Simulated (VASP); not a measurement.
# KI (Fm-3m) in VASP: a series of runs, part 2 of 2

VASP 6.6.1.

### 5 Single point, r2SCAN

Contents of POSCAR:

```
KI
1.0
    0.0000000000      3.5442850250      3.5442850250
    3.5442850250      0.0000000000      3.5442850250
    3.5442850250      3.5442850250      0.0000000000
K I
1 1
Direct
    0.0000000000      0.0000000000      0.0000000000
    0.5000000000      0.5000000000      0.5000000000
```

Contents of INCAR.step1:

```
ALGO = Normal
EDIFF = 1E-4
ENCUT = 520
GGA = PE
ISMEAR = 1
LASPH = True
LCHARG = False
LREAL = False
LWAVE = True
NBANDS = 15
NELM = 80
PREC = Accurate
SIGMA = 0.5
```

Contents of INCAR.step2:

```
ALGO = Normal
EDIFF = 1E-7
ENCUT = 520
ISIF = 2
ISMEAR = 1
ISTART = 1
LASPH = True
LCHARG = True
LELF = True
LMIXTAU = True
LREAL = False
LVHAR = True
LWAVE = False
METAGGA = R2SCAN
NBANDS = 15
NELM = 80
PREC = Accurate
SIGMA = 0.5
```

Contents of KPOINTS:

```
k-points
0
Gamma
  4 4 4
```

Potentials or basis: VASP PAW PBE potentials, release 64 (K_sv, I).

Started as:

```sh
cat potpaw_PBE.64/K_sv/POTCAR potpaw_PBE.64/I/POTCAR > POTCAR
cp INCAR.step1 INCAR
mpirun -np 1 vasp_std > vasp.out
cp INCAR.step2 INCAR
mpirun -np 1 vasp_std > vasp.out
```

OUTCAR:

```text
EDIFF = 1E-7
   ENCUT = 520
   ISIF = 2
   ISMEAR = 1
   ISTART = 1
   LASPH = True
   LREAL = False
   METAGGA = R2SCAN
   NELM = 80
   PREC = Accurate

 ion  position               nearest neighbor table
   1  0.000  0.000  0.000-   2 3.54   2 3.54   2 3.54   2 3.54   2 3.54   2 3.54
   2  0.500  0.500  0.500-   1 3.54   1 3.54   1 3.54   1 3.54   1 3.54   1 3.54

  LATTYP: Found a face centered cubic cell.
 ALAT       =     7.0885700500

  Lattice vectors:

 A1 = (   0.0000000000,   3.5442850250,   3.5442850250)
 A2 = (   3.5442850250,   0.0000000000,   3.5442850250)
 A3 = (   3.5442850250,   3.5442850250,   0.0000000000)

Analysis of symmetry for initial positions (statically):
=====================================================================
 Subroutine PRICEL returns:
 Original cell was already a primitive cell.

 Routine SETGRP: Setting up the symmetry group for a
 face centered cubic supercell.

 Subroutine GETGRP returns: Found 48 space group operations
 (whereof 48 operations were pure point group operations)
 out of a pool of 48 trial point group operations.

The static configuration has the point symmetry O_h .

Analysis of symmetry for dynamics (positions and initial velocities):
=====================================================================
 Subroutine PRICEL returns:
 Original cell was already a primitive cell.

 Routine SETGRP: Setting up the symmetry group for a
 face centered cubic supercell.

 Subroutine GETGRP returns: Found 48 space group operations
 (whereof 48 operations were pure point group operations)
 out of a pool of 48 trial point group operations.

The dynamic configuration has the point symmetry O_h .

 Subroutine INISYM returns: Found 48 space group operations
 (whereof 48 operations are pure point group operations),
 and found     1 'primitive' translations

----------------------------------------------------------------------------------------

                                     Primitive cell

  volume of cell :      89.0463

  direct lattice vectors                    reciprocal lattice vectors
     0.000000000  3.544285025  3.544285025    -0.141072176  0.141072176  0.141072176
     3.544285025  0.000000000  3.544285025     0.141072176 -0.141072176  0.141072176
     3.544285025  3.544285025  0.000000000     0.141072176  0.141072176 -0.141072176

  length of vectors
     5.012375951  5.012375951  5.012375951     0.244344176  0.244344176  0.244344176

  position of ions in fractional coordinates (direct lattice)
     0.000000000  0.000000000  0.000000000
     0.500000000  0.500000000  0.500000000

  ion indices of the primitive-cell ions
   primitive index   ion index
                 1           1
                 2           2

----------------------------------------------------------------------------------------

 KPOINTS: k-points

Automatic generation of k-mesh.
 Grid dimensions read from file:
 generate k-points for:    4    4    4

 Generating k-lattice:

  Cartesian coordinates                     Fractional coordinates (reciprocal lattice)
[... 23 lines left out ...]
  0.500000  0.500000  0.000000      3.000000
 -0.250000  0.500000  0.250000      6.000000
   k-points           NKPTS =      8   k-points in BZ     NKDIM =      8   number of bands    NBANDS=     15
   number of dos      NEDOS =    301   number of ions     NIONS =      2
   total plane-waves  NPLWV =  64000
   dimension x,y,z NGX =    40 NGY =   40 NGZ =   40
   dimension x,y,z NGXF=    80 NGYF=   80 NGZF=   80
   ions per type =               1   1
   NGX,Y,Z   is equivalent  to a cutoff of  13.27, 13.27, 13.27 a.u.
   NGXF,Y,Z  is equivalent  to a cutoff of  26.53, 26.53, 26.53 a.u.
 SYSTEM =  unknown system
   PREC   = accura    normal or accurate (medium, high low for compatibility)
   ISTART =      1    job   : 0-new  1-cont  2-samecut
   ICHARG =      0    charge: 1-file 2-atom 10-const
   ISPIN  =      1    spin polarized calculation?
   LNONCOLLINEAR =      F non collinear calculations
   LSORBIT =      F    spin-orbit coupling
   LASPH  =      T    aspherical Exc in radial PAW
   ENCUT  =  520.0 eV  38.22 Ry    6.18 a.u.   9.32  9.32  9.32*2*pi/ulx,y,z
   NELM   =     80;   NELMIN=  2; NELMDL=  0     # of ELM steps
   EDIFF  = 0.1E-06   stopping-criterion for ELM
   LREAL  =      F    real-space projection
   EDIFFG = 0.1E-05   stopping-criterion for IOM
   NSW    =      0    number of steps for IOM
   IBRION =     -1    ionic relax: 0-MD 1-quasi-New 2-CG
   NFREE  =      0    steps in history (QN), initial steepest desc. (CG)
   ISIF   =      2    stress and relaxation
   ISYM   =      2    0-nonsym 1-usesym 2-fastsym
   POTIM  = 0.5000    time-step for ionic-motion
   TEBEG  =    0.0;   TEEND  =   0.0 temperature during run
   PSTRESS=    0.0 pullay stress
   NELECT =      16.0000    total number of electrons
   NUPDOWN=      -1.0000    fix difference up-down
   EMIN   =  10.00;   EMAX   =-10.00  energy-range for DOS
   EFERMI =   0.00;   METHOD = LEGACY
   ISMEAR =     1;   SIGMA  =   0.50  broadening in eV -4-tet -1-fermi 0-gaus
   EFERMI_NEDOS =   21; number of points for ismear=-14 and -15
   IALGO  =     38    algorithm
   IMIX   =      4    mixing-type and parameters
     AMIX     =   0.40;   BMIX     =  1.00
     AMIX_MAG =   1.60;   BMIX_MAG =  1.00
  volume/ion in A,a.u.               =      44.52       300.46
  Fermi-wavevector in a.u.,A,eV,Ry     =   0.923796  1.745722 11.611205  0.853399
  Thomas-Fermi vector in A             =   2.049472
   LORBIT       =      0    0 simple, 1 ext, 2 COOP (PROOUT), +10 PAW based schemes
   METAGGA = R2SCAN    functional components
   LHFCALC =     F    Hartree Fock is set to
   AEXX    =    0.0000 exact exchange contribution
   IVDW    =     0    specifies the selected vdW correction
   LEPSILON=     F    determine dielectric tensor
   LRPA    =     F    only Hartree local field effects (RPA)
 non-spin polarized calculation
 Methfessel and Paxton  Order N= 1 SIGMA  =   0.50
  energy-cutoff  :      520.00
  volume of cell :       89.05
 maximum number of plane-waves:      2421
 NGX is ok and might be reduce to    40
   NGX = 19   NGY = 19   NGZ = 19

 number of electron      15.9999999 magnetization

 Free energy of the ion-electron system (eV)
  ---------------------------------------------------
  ext. energy  EPLUGINS =         0.00000000
  ---------------------------------------------------
  free energy    TOTEN  =       -33.94076940 eV

  energy without entropy =      -34.01926422  energy(sigma->0) =      -33.96693434

 E-fermi :  -0.6871     XC(G=0):  -7.4801

 val. band max:       -0.8145243159   @ k =   0.0000   0.0000   0.0000
 cond. band min:       3.7739422203   @ k =   0.0000   0.0000   0.0000
 fundamental gap:      4.5884665362
 Fermi energy:        -0.6870895007

 k-point     1 :       0.0000    0.0000    0.0000
  band No.  band energies     occupation
      1     -30.4766      2.00000
      2     -13.1907      2.00000
      3     -13.1907      2.00000
      4     -13.1907      2.00000
      5     -11.6149      2.00000
      6      -0.8145      1.41623
      7      -0.8145      1.41623
      8      -0.8145      1.41623
      9       3.7739     -0.00000
     10       6.2459     -0.00000
     11       6.2459     -0.00000
     12       6.2459     -0.00000
     13       7.0913     -0.00000
     14       7.0913     -0.00000
[... 113 lines left out ...]
      2     -13.2390      2.00000
      3     -13.2203      2.00000
      4     -13.2203      2.00000
      5     -11.4073      2.00000
      6      -1.5430      2.03607
      7      -1.5430      2.03607
      8      -1.3973      2.06200
      9       6.1563     -0.00000
     10       6.1563     -0.00000
     11       6.5479     -0.00000
     12       8.1389     -0.00000
     13       8.7377     -0.00000
     14       9.5651      0.00000
     15      10.0551      0.00000

------------------------ aborting loop because EDIFF is reached ----------------------------------------

  FORCE on cell =-STRESS in cart. coord.  units (eV):
  Direction    XX          YY          ZZ          XY          YZ          ZX
  --------------------------------------------------------------------------------------
  -------------------------------------------------------------------------------------
  Total       -0.0478295     -0.0478295     -0.0478295      0.0000000     -0.0000000      0.0000000
  in kB       -0.8605789     -0.8605789     -0.8605789      0.0000000     -0.0000000      0.0000000
  external PRESSURE =      -0.8605789 kB  Pullay stress =       0.0000000 kB

 VOLUME and BASIS-vectors are now :
 -----------------------------------------------------------------------------
  energy-cutoff  :      520.00
  volume of cell :       89.05
      direct lattice vectors                 reciprocal lattice vectors
     0.000000000  3.544285025  3.544285025    -0.141072176  0.141072176  0.141072176
     3.544285025  0.000000000  3.544285025     0.141072176 -0.141072176  0.141072176
     3.544285025  3.544285025  0.000000000     0.141072176  0.141072176 -0.141072176

 POSITION                                       TOTAL-FORCE (eV/Angst)
 -----------------------------------------------------------------------------------
      0.00000      0.00000      0.00000         0.000000      0.000000      0.000000
      3.54429      3.54429      3.54429         0.000000      0.000000      0.000000
 -----------------------------------------------------------------------------------
    total drift:                                0.000000     -0.000000     -0.000000

  FREE ENERGIE OF THE ION-ELECTRON SYSTEM (eV)
  ---------------------------------------------------
  free  energy   TOTEN  =       -33.9407693995 eV

  energy  without entropy=      -34.0192642158  energy(sigma->0) =      -33.96693434
```

OUTCAR.step1:

```text
EDIFF = 1E-4
   ENCUT = 520
   GGA = PE
   ISMEAR = 1
   LASPH = True
[... 346 lines left out ...]
 -----------------------------------------------------------------------------------
      0.00000      0.00000      0.00000         0.000000      0.000000      0.000000
      3.54429      3.54429      3.54429        -0.000000     -0.000000     -0.000000
 -----------------------------------------------------------------------------------
    total drift:                                0.000000     -0.000000     -0.000000

  FREE ENERGIE OF THE ION-ELECTRON SYSTEM (eV)
  ---------------------------------------------------
  free  energy   TOTEN  =        -5.5153549998 eV

  energy  without entropy=       -5.5938369360  energy(sigma->0) =       -5.54151565
```

It took 55 s on 1 thread of Intel Xeon Platinum 8488C (Sapphire Rapids), shared host; peak memory 0.26 GiB.

What came out:

```yaml
Free_energy: -33.9408 eV
Pressure: -0.1 GPa
Band_gap_on_the_k_mesh: 4.59 eV, direct
```

Caveat: the PAW data sets were made with another functional, which shifts forces and pressure a little; spin-orbit coupling is left out, which moves the levels of the heavy elements. r2SCAN opens gaps a little over a GGA but as a rule still falls short of measured ones.

### 6 Single point, r2SCAN

POSCAR is that of step 5.

Contents of INCAR.step1:

```
SYSTEM = KI
PREC = Accurate
ENCUT = 520
ISMEAR = 0
SIGMA = 0.01
LREAL = .FALSE.
LASPH = .TRUE.
NELM = 100
NBANDS = 15
GGA = PE
ALGO = Normal
EDIFF = 1E-4
LWAVE = .TRUE.
LCHARG = .FALSE.
```

Contents of INCAR.step2:

```
SYSTEM = KI
PREC = Accurate
ENCUT = 520
EDIFF = 1E-6
ISMEAR = 0
SIGMA = 0.01
LREAL = .FALSE.
LASPH = .TRUE.
NELM = 100
ALGO = Normal
ISIF = 2
LWAVE = .FALSE.
LCHARG = .FALSE.
METAGGA = R2SCAN
LMIXTAU = .TRUE.
NBANDS = 15
ISTART = 1
```

Contents of KPOINTS:

```
Automatic mesh
0
G
  5 5 5
  0 0 0
```

Potentials or basis: VASP PAW PBE potentials, release 64 (K_sv, I).

Started as:

```sh
cat potpaw_PBE.64/K_sv/POTCAR potpaw_PBE.64/I/POTCAR > POTCAR
cp INCAR.step1 INCAR
mpirun -np 1 vasp_std > vasp.out
cp INCAR.step2 INCAR
mpirun -np 1 vasp_std > vasp.out
```

Run time: 51 s. Hardware: 1 thread of Intel Xeon Platinum 8488C (Sapphire Rapids), shared host; peak memory 0.25 GiB.

The run converged. Its results:

* Free energy: -33.9843 eV
* Pressure: 0.0 GPa
* Band gap on the k mesh: 4.58 eV, direct

Levels at points of the mesh, in eV from the valence-band top:
| k point | band 5 | band 6 | band 7 | band 8 | band 9 | band 10 | band 11 | band 12 |
| --- | --- | --- | --- | --- | --- | --- | --- | --- |
| (0.00, 0.00, 0.00) | -10.80 | 0.00 | 0.00 | 0.00 | 4.58 | 7.05 | 7.05 | 7.05 |

Caveat: the PAW data sets were made with another functional, which shifts forces and pressure a little; spin-orbit coupling is left out, which moves the levels of the heavy elements.

### 7 Summary

| k mesh | smearing | gap on the mesh (eV) | pressure (GPa) |
| --- | --- | --- | --- |
| 4 × 4 × 4 | gaussian 0.01 eV | 4.58 | 0.0 |
| 4 × 4 × 4 | tetrahedron | 4.58 | 0.0 |
| 4 × 4 × 4 | methfessel-paxton 0.5 eV | 4.59 | -0.1 |
| 5 × 5 × 5 | gaussian 0.01 eV | 4.58 | 0.0 |

Alike in all rows: task single point; level r2SCAN; potentials or basis VASP PAW PBE potentials, release 64 (K_sv, I); no spin polarisation; cell as given; cutoff (eV) 520.

On the cell as given the gap runs from 4.58 eV (r2SCAN) to 4.59 eV (r2SCAN); the meshes differ, which moves gaps too.

Caveats: the PAW data sets were made with another functional, which shifts forces and pressure a little; spin-orbit coupling is left out, which moves the levels of the heavy elements.

Total energies depend on the potentials used, so only differences within one code and one set of settings carry meaning.
